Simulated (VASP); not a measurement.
# ZnSbO (P-6m2) in VASP: a series of runs, part 2 of 3

VASP 6.6.1. Earlier steps stand in the parts before.

**4. Relaxation of cell and atoms, PBE**

INCAR

```
SYSTEM = ZnSbO
ALGO     = Normal         ! electronic algorithm
EDIFF    = 1E-7           ! SCF threshold, eV
EDIFFG   = -0.04          ! ionic threshold
ENCUT    = 600            ! plane-wave cutoff, eV
GGA      = PE             ! functional
IBRION   = 2              ! ionic algorithm
ISIF     = 3              ! what is computed and relaxed
ISMEAR   = 0              ! smearing method
LASPH    = .True.         ! aspherical terms in the spheres
LCHARG   = .False.        ! write CHGCAR
LREAL    = .False.        ! projectors in reciprocal space
LWAVE    = .False.        ! write WAVECAR
NELM     = 60             ! most SCF steps
NSW      = 90             ! ionic steps
PREC     = Accurate       ! precision mode
SIGMA    = 0.1            ! smearing width, eV
```

KPOINTS

```
k-points
0
Gamma
  6 6 4
  0 0 0
```

POSCAR

```
ZnSbO
1.0
    3.6663120500      0.0000000000      0.0000000000
   -1.8331560300      3.1751193800      0.0000000000
    0.0000000000      0.0000000000      3.7424299200
Zn Sb O
1 1 1
Direct
    0.0000000000      0.0000000000      0.0000000000
    0.6666666700      0.3333333300      0.5000000000
    0.3333333300      0.6666666700      0.0000000000
```

Potentials or basis: VASP PAW PBE potentials, release 64 (Zn, Sb, O).

On the command line:

```sh
cat potpaw_PBE.64/Zn/POTCAR potpaw_PBE.64/Sb/POTCAR potpaw_PBE.64/O/POTCAR > POTCAR
mpirun -np 1 vasp_std > vasp.out
```

OUTCAR:

```text
SYSTEM = ZnSbO
   EDIFF = 1E-7
   EDIFFG = -0.04
   ENCUT = 600
   GGA = PE
   IBRION = 2
   ISIF = 3
   ISMEAR = 0
   LASPH = .True.
   LREAL = .False.
   NELM = 60
   NSW = 90
   PREC = Accurate

 ion  position               nearest neighbor table
   1  0.000  0.000  0.000-   3 2.12   3 2.12   3 2.12   2 2.83   2 2.83   2 2.83   2 2.83   2 2.83
                             2 2.83
   2  0.667  0.333  0.500-   3 2.83   3 2.83   1 2.83   1 2.83   3 2.83   3 2.83   1 2.83   1 2.83
                             1 2.83   1 2.83   3 2.83   3 2.83
   3  0.333  0.667  0.000-   1 2.12   1 2.12   1 2.12   2 2.83   2 2.83   2 2.83   2 2.83   2 2.83
                             2 2.83

  LATTYP: Found a hexagonal cell.
 ALAT       =     3.6663120500
 C/A-ratio  =     1.0207614270

  Lattice vectors:

 A1 = (   3.6663120500,   0.0000000000,   0.0000000000)
 A2 = (  -1.8331560300,   3.1751193800,   0.0000000000)
 A3 = (   0.0000000000,   0.0000000000,   3.7424299200)

Analysis of symmetry for initial positions (statically):
=====================================================================
 Subroutine PRICEL returns:
 Original cell was already a primitive cell.

 Routine SETGRP: Setting up the symmetry group for a
 hexagonal supercell.

 Subroutine GETGRP returns: Found 12 space group operations
 (whereof 12 operations were pure point group operations)
 out of a pool of 24 trial point group operations.

The static configuration has the point symmetry D_3h.

Analysis of symmetry for dynamics (positions and initial velocities):
=====================================================================
 Subroutine PRICEL returns:
 Original cell was already a primitive cell.

 Routine SETGRP: Setting up the symmetry group for a
 hexagonal supercell.

 Subroutine GETGRP returns: Found 12 space group operations
 (whereof 12 operations were pure point group operations)
 out of a pool of 24 trial point group operations.

[... 123 lines left out ...]
   GGA     = PE    functional components
   LHFCALC =     F    Hartree Fock is set to
   AEXX    =    0.0000 exact exchange contribution
   IVDW    =     0    specifies the selected vdW correction
   LEPSILON=     F    determine dielectric tensor
   LRPA    =     F    only Hartree local field effects (RPA)
 conjugate gradient relaxation of ions
 non-spin polarized calculation
 Gauss-broadening in eV      SIGMA  =   0.10
  energy-cutoff  :      600.00
  volume of cell :       43.57
 maximum number of plane-waves:      1509
 NGX is ok and might be reduce to    30
   NGX = 15   NGY = 15   NGZ = 15

--------------------------------------- Ionic step        1  -------------------------------------------

 number of electron      23.0000001 magnetization

 Free energy of the ion-electron system (eV)
  ---------------------------------------------------
  ext. energy  EPLUGINS =         0.00000000
  ---------------------------------------------------
  free energy    TOTEN  =       -10.32060167 eV

  energy without entropy =      -10.31439797  energy(sigma->0) =      -10.31749982

------------------------ aborting loop because EDIFF is reached ----------------------------------------

  FORCE on cell =-STRESS in cart. coord.  units (eV):
  Direction    XX          YY          ZZ          XY          YZ          ZX
  --------------------------------------------------------------------------------------
  -------------------------------------------------------------------------------------
  Total        3.6134356      3.6134356      4.5689369     -0.0000000     -0.0000000      0.0000000
  in kB      132.8886054    132.8886060    168.0283564     -0.0000002     -0.0000000      0.0000000
  external PRESSURE =     144.6018559 kB  Pullay stress =       0.0000000 kB
[... 92 lines left out ...]
  FREE ENERGIE OF THE ION-ELECTRON SYSTEM (eV)
  ---------------------------------------------------
  free  energy   TOTEN  =       -10.5516651728 eV

  energy  without entropy=      -10.5454689570  energy(sigma->0) =      -10.54856706

[... ionic steps 4 to 12 ...]

--------------------------------------- Ionic step       13  -------------------------------------------

 number of electron      22.9999969 magnetization

------------------------ aborting loop because EDIFF is reached ----------------------------------------
[... 69 lines left out ...]
--------------------------------------- Ionic step       15  -------------------------------------------

 number of electron      22.9999964 magnetization

 Free energy of the ion-electron system (eV)
  ---------------------------------------------------
  ext. energy  EPLUGINS =         0.00000000
  ---------------------------------------------------
  free energy    TOTEN  =       -11.28862469 eV

  energy without entropy =      -11.27057607  energy(sigma->0) =      -11.27960038

 E-fermi :   5.3139     XC(G=0): -10.5041

 val. band max:        5.2677483497   @ k =   0.3333   0.0000   0.0000
 cond. band min:       5.3313167630   @ k =   0.3333   0.1667   0.0000
 fundamental gap:      0.0635684133
 Fermi energy:         5.3138548778

 k-point     1 :       0.0000    0.0000    0.0000
  band No.  band energies     occupation
      1     -13.4498      2.00000
      2      -5.7365      2.00000
      3      -2.1216      2.00000
      4      -2.1216      2.00000
      5      -0.9424      2.00000
      6      -0.9424      2.00000
      7      -0.8114      2.00000
      8      -0.1510      2.00000
      9       3.5961      2.00000
     10       3.5961      2.00000
     11       5.4519      0.05095
     12       6.1086      0.00000
     13      10.0247      0.00000
     14      10.0247      0.00000
[... 389 lines left out ...]
  FREE ENERGIE OF THE ION-ELECTRON SYSTEM (eV)
  ---------------------------------------------------
  free  energy   TOTEN  =       -11.2886246886 eV

  energy  without entropy=      -11.2705760722  energy(sigma->0) =      -11.27960038

 reached required accuracy - stopping structural energy minimisation
```

Wall time 2.2 min (1 thread of Intel Xeon 6975P-C (Granite Rapids), shared host); peak memory 0.18 GiB.

Results:

- Free energy: -11.2886 eV
- Relaxed volume: 17.41 Å³/atom
- Relaxed cell: a = 3.360 Å, b = 3.360 Å, c = 5.340 Å, α = 90.00°, β = 90.00°, γ = 120.00°
- Space group after relaxing (to 0.1 Å): P-6m2 (No. 187)
- Energy gained by relaxing: 322.7 meV/atom
- Ionic steps: 15
- Pressure after relaxing: -0.1 GPa
- Band gap on the k mesh: zero (an odd number of electrons rules out a gap without spin polarisation)

Stress tensor (GPa, compression positive):
```
 0.01  0.00  0.00
 0.00  0.01  0.00
 0.00  0.00 -0.25
```

The path:
```
step  energy change (eV)  largest force (eV/Å)  pressure (GPa)  volume (Å³)
   1              0.0000                0.0000           14.46        43.57
   2             -0.1811                0.0000           -5.17        52.36
   3             -0.2311                0.0000           -0.27        49.21
   4             -0.2635                0.0000           -0.25        49.38
   5             -0.3737                0.0000           -0.06        49.74
   6             -0.7356                0.0000            0.49        49.88
   7             -0.5908                0.0000           14.76        48.05
   8             -0.9206                0.0000            4.12        49.44
   9             -0.9143                0.0000            6.32        49.17
  10             -0.9258                0.0000            5.56        49.72
  11             -0.9266                0.0000            3.58        51.25
  12             -0.9318                0.0000            4.50        50.53
  13             -0.9452                0.0000            3.48        50.87
  14             -0.9668                0.0000            0.70        51.91
  15             -0.9680                0.0000           -0.08        52.22
```

Final structure:
```xyz
3
Lattice="3.3603 0.0000 0.0000 -1.6802 2.9101 0.0000 0.0000 0.0000 5.3400" Properties=species:S:1:pos:R:3 pbc="T T T"
Zn    0.0000    0.0000    0.0000
Sb    1.6802    0.9700    2.6700
O     0.0000    1.9401    0.0000
```

Levels at points of the mesh, in eV from the Fermi level:
| k point | band 7 | band 8 | band 9 | band 10 | band 11 | band 12 | band 13 | band 14 | band 15 |
| --- | --- | --- | --- | --- | --- | --- | --- | --- | --- |
| (0.00, 0.00, 0.00) | -6.13 | -5.46 | -1.72 | -1.72 | 0.14 | 0.79 | 4.71 | 4.71 | 9.46 |
| (0.50, 0.00, 0.00) | -5.96 | -5.63 | -3.55 | -3.46 | -2.68 | -0.28 | 2.25 | 4.31 | 4.33 |
| (0.00, 0.00, 0.50) | -6.26 | -3.27 | -3.09 | -1.71 | -1.71 | 4.35 | 4.84 | 4.84 | 6.44 |
| (0.50, 0.00, 0.50) | -6.21 | -5.48 | -4.71 | -3.41 | -1.71 | 0.37 | 2.13 | 3.09 | 5.58 |

Caveat: the k points lie up to 0.36 Å⁻¹ apart in the final cell, too coarse for converged energies and pressures of a metal; the volume moved by over 15 % at a fixed basis, so the end points are rough; spin-orbit coupling is left out, which moves the levels of the heavy elements; an odd number of electrons without spin polarisation forces a metal; a magnetic or distorted state may lie lower.

(Continued in part 3 of 3.)

The gap in the log of VASP goes by the Fermi energy; the results here count the filled bands.